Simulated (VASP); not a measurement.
# IrS (Immm) in VASP: single point with PBEsol

Aim: the single point of IrS with PBEsol.

Program: VASP 6.6.1. These are calculated values, not measurements. Logs are shortened: lines on timing, memory, paths and dates and some standing lists are left out, and cuts for length are marked.

**1. The cell of the first run**

It takes space group Immm (No. 71, orthorhombic). Conventional cell: a = 3.432 Å, b = 3.467 Å, c = 4.878 Å, α = 90.00°, β = 90.00°, γ = 90.00°. Ir (site symmetry mmm) has 6 S at 2.44 Å within 3.2 Å. Within 3.2 Å of S (site symmetry mmm) lie 6 Ir at 2.44 Å.

**2. Single point, PBEsol**

INCAR reads:

```
ALGO = Normal
EDIFF = 1E-6
ENCUT = 560
GGA = PS
GGA_COMPAT = F
ISIF = 2
ISMEAR = 0
LASPH = T
LCHARG = F
LREAL = F
LWAVE = F
NBANDS = 18
NELM = 120
PREC = Accurate
SIGMA = 0.05
```

KPOINTS reads:

```
k-points
0
Gamma
  10 10 10
```

POSCAR reads:

```
IrS
1.0
    0.0000000000      2.4513117020      2.4513117020
    2.4391161214      0.0121955806      2.4391161214
    2.4391161214      2.4391161214      0.0121955806
Ir S
1 1
Direct
    0.5000000000      0.5000000000      0.5000000000
    0.0000000000      0.0000000000      0.0000000000
```

Potentials or basis: VASP PAW PBE potentials, release 64 (Ir_sv_GW, S).

On the command line:

```console
$ cat potpaw_PBE.64/Ir_sv_GW/POTCAR potpaw_PBE.64/S/POTCAR > POTCAR
$ mpirun -np 1 vasp_std > vasp.out
```

OUTCAR:

```text
EDIFF = 1E-6
   ENCUT = 560
   GGA = PS
   ISIF = 2
   ISMEAR = 0
   LASPH = T
   LREAL = F
   NELM = 120
   PREC = Accurate

 ion  position               nearest neighbor table
   1  0.500  0.500  0.500-   2 2.44   2 2.44   2 2.44   2 2.44   2 2.44   2 2.44
   2  0.000  0.000  0.000-   1 2.44   1 2.44   1 2.44   1 2.44   1 2.44   1 2.44

  LATTYP: Found a body centered orthorhombic cell.
 ALAT       =     3.4321839436
 B/A-ratio  =     1.0100502513
 C/A-ratio  =     1.4213201632

  Lattice vectors:

 A1 = (  -2.4391161214,   2.4391161214,   0.0121955806)
 A2 = (  -2.4391161214,  -2.4391161214,  -0.0121955806)
 A3 = (   2.4391161214,   0.0121955806,   2.4391161214)

Analysis of symmetry for initial positions (statically):
=====================================================================
 Subroutine PRICEL returns:
 Original cell was already a primitive cell.

 Routine SETGRP: Setting up the symmetry group for a
 body centered orthorhombic supercell.

 Subroutine GETGRP returns: Found  8 space group operations
 (whereof  8 operations were pure point group operations)
 out of a pool of  8 trial point group operations.

The static configuration has the point symmetry D_2h.

Analysis of symmetry for dynamics (positions and initial velocities):
=====================================================================
 Subroutine PRICEL returns:
 Original cell was already a primitive cell.

 Routine SETGRP: Setting up the symmetry group for a
 body centered orthorhombic supercell.

 Subroutine GETGRP returns: Found  8 space group operations
 (whereof  8 operations were pure point group operations)
 out of a pool of  8 trial point group operations.

The dynamic configuration has the point symmetry D_2h.

 Subroutine INISYM returns: Found  8 space group operations
 (whereof  8 operations are pure point group operations),
 and found     1 'primitive' translations

----------------------------------------------------------------------------------------

                                     Primitive cell

  volume of cell :      29.0213

  direct lattice vectors                    reciprocal lattice vectors
     0.000000000  2.451311702  2.451311702    -0.204992290  0.203972428  0.203972428
     2.439116121  0.012195581  2.439116121     0.204992290 -0.206022402  0.206022402
[... 82 lines left out ...]
   LASPH  =      T    aspherical Exc in radial PAW
   ENCUT  =  560.0 eV  41.16 Ry    6.42 a.u.   6.69  6.66  6.66*2*pi/ulx,y,z
   NELM   =    120;   NELMIN=  2; NELMDL= -5     # of ELM steps
   EDIFF  = 0.1E-05   stopping-criterion for ELM
   LREAL  =      F    real-space projection
   EDIFFG = 0.1E-04   stopping-criterion for IOM
   NSW    =      0    number of steps for IOM
   IBRION =     -1    ionic relax: 0-MD 1-quasi-New 2-CG
   NFREE  =      0    steps in history (QN), initial steepest desc. (CG)
   ISIF   =      2    stress and relaxation
   ISYM   =      2    0-nonsym 1-usesym 2-fastsym
   POTIM  = 0.5000    time-step for ionic-motion
   TEBEG  =    0.0;   TEEND  =   0.0 temperature during run
   PSTRESS=    0.0 pullay stress
   NELECT =      23.0000    total number of electrons
   NUPDOWN=      -1.0000    fix difference up-down
   EMIN   =  10.00;   EMAX   =-10.00  energy-range for DOS
   EFERMI =   0.00;   METHOD = LEGACY
   ISMEAR =     0;   SIGMA  =   0.05  broadening in eV -4-tet -1-fermi 0-gaus
   EFERMI_NEDOS =   21; number of points for ismear=-14 and -15
   IALGO  =     38    algorithm
   IMIX   =      4    mixing-type and parameters
     AMIX     =   0.40;   BMIX     =  1.00
     AMIX_MAG =   1.60;   BMIX_MAG =  1.00
  volume/ion in A,a.u.               =      14.51        97.92
  Fermi-wavevector in a.u.,A,eV,Ry     =   1.514998  2.862930 31.228329  2.295217
  Thomas-Fermi vector in A             =   2.624580
   LORBIT       =      0    0 simple, 1 ext, 2 COOP (PROOUT), +10 PAW based schemes
   GGA     = PS    functional components
   LHFCALC =     F    Hartree Fock is set to
   AEXX    =    0.0000 exact exchange contribution
   IVDW    =     0    specifies the selected vdW correction
   LEPSILON=     F    determine dielectric tensor
   LRPA    =     F    only Hartree local field effects (RPA)
 non-spin polarized calculation
 Gauss-broadening in eV      SIGMA  =   0.05
  energy-cutoff  :      560.00
  volume of cell :       29.02
 maximum number of plane-waves:       895
   NGX = 13   NGY = 13   NGZ = 13

 number of electron      22.9999999 magnetization

 Free energy of the ion-electron system (eV)
  ---------------------------------------------------
  ext. energy  EPLUGINS =         0.00000000
  ---------------------------------------------------
  free energy    TOTEN  =       -14.06900853 eV

  energy without entropy =      -14.06731248  energy(sigma->0) =      -14.06816051

 E-fermi :  10.5079     XC(G=0): -12.9738

 val. band max:       10.4991541419   @ k =  -0.3000   0.5000   0.2000
 cond. band min:      10.5217042301   @ k =   0.3000   0.5000   0.1000
 fundamental gap:      0.0225500882
 Fermi energy:        10.5079473092

 k-point     1 :       0.0000    0.0000    0.0000
  band No.  band energies     occupation
      1     -81.2861      2.00000
      2     -38.1363      2.00000
      3     -38.1305      2.00000
      4     -38.1245      2.00000
      5      -5.9863      2.00000
      6       7.2773      2.00000
[... 481 lines left out ...]
      5      -4.0522      2.00000
      6       2.3693      2.00000
[... 10 lines left out ...]
     17      19.5101      0.00000
     18      22.5474      0.00000

 [... further k-points ...]

------------------------ aborting loop because EDIFF is reached ----------------------------------------

  FORCE on cell =-STRESS in cart. coord.  units (eV):
  Direction    XX          YY          ZZ          XY          YZ          ZX
  --------------------------------------------------------------------------------------
  -------------------------------------------------------------------------------------
  Total       -0.1328503     -0.1311378     -0.1311378      0.0000000     -0.0230190      0.0000000
  in kB       -7.3342669     -7.2397233     -7.2397233      0.0000000     -1.2708113      0.0000000
  external PRESSURE =      -7.2712378 kB  Pullay stress =       0.0000000 kB

 VOLUME and BASIS-vectors are now :
 -----------------------------------------------------------------------------
  energy-cutoff  :      560.00
  volume of cell :       29.02
      direct lattice vectors                 reciprocal lattice vectors
     0.000000000  2.451311702  2.451311702    -0.204992290  0.203972428  0.203972428
     2.439116121  0.012195581  2.439116121     0.204992290 -0.206022402  0.206022402
     2.439116121  2.439116121  0.012195581     0.204992290  0.206022402 -0.206022402

 POSITION                                       TOTAL-FORCE (eV/Angst)
 -----------------------------------------------------------------------------------
      2.43912      2.45131      2.45131        -0.000000      0.000000      0.000000
      0.00000      0.00000      0.00000         0.000000     -0.000000     -0.000000
 -----------------------------------------------------------------------------------
    total drift:                                0.000000      0.000000      0.000000

  FREE ENERGIE OF THE ION-ELECTRON SYSTEM (eV)
  ---------------------------------------------------
  free  energy   TOTEN  =       -14.0690085333 eV

  energy  without entropy=      -14.0673124799  energy(sigma->0) =      -14.06816051
```

stdout:

```text
POSCAR found type information on POSCAR IrS
 POSCAR found :  2 types and       2 ions
 scaLAPACK will be used
 -----------------------------------------------------------------------------
|                                                                             |
|                                                                             |
|     You enforced a specific xc type in the INCAR file but a different       |
|     I HOPE YOU KNOW WHAT YOU ARE DOING!                                     |
|                                                                             |
 -----------------------------------------------------------------------------

 LDA part: xc-table for (Slater+PW92), standard interpolation
 POSCAR, INCAR and KPOINTS ok, starting setup
 FFT: planning ... GRIDC
 FFT: planning ... GRID_SOFT
 FFT: planning ... GRID
 WAVECAR not read
 entering main loop
```

Wall time 90 s (1 thread of Intel Xeon Platinum 8259CL at 2.50GHz (Skylake/Cascade Lake), shared host); peak memory 0.24 GiB.

What came out:

```yaml
Free_energy: -14.0690 eV
Pressure: -0.7 GPa
Band_gap_on_the_k_mesh: zero (an odd number of electrons rules out a gap without spin polarisation)
```

Stress tensor (GPa, compression positive):
```
-0.73  0.00  0.00
 0.00 -0.72 -0.13
 0.00 -0.13 -0.72
```

Caveat: the PAW data sets were made with another functional, which shifts forces and pressure a little; spin-orbit coupling is left out, which moves the levels of the heavy elements; an odd number of electrons without spin polarisation forces a metal; a magnetic or distorted state may lie lower.

The gap in the log of VASP goes by the Fermi energy; the results here count the filled bands.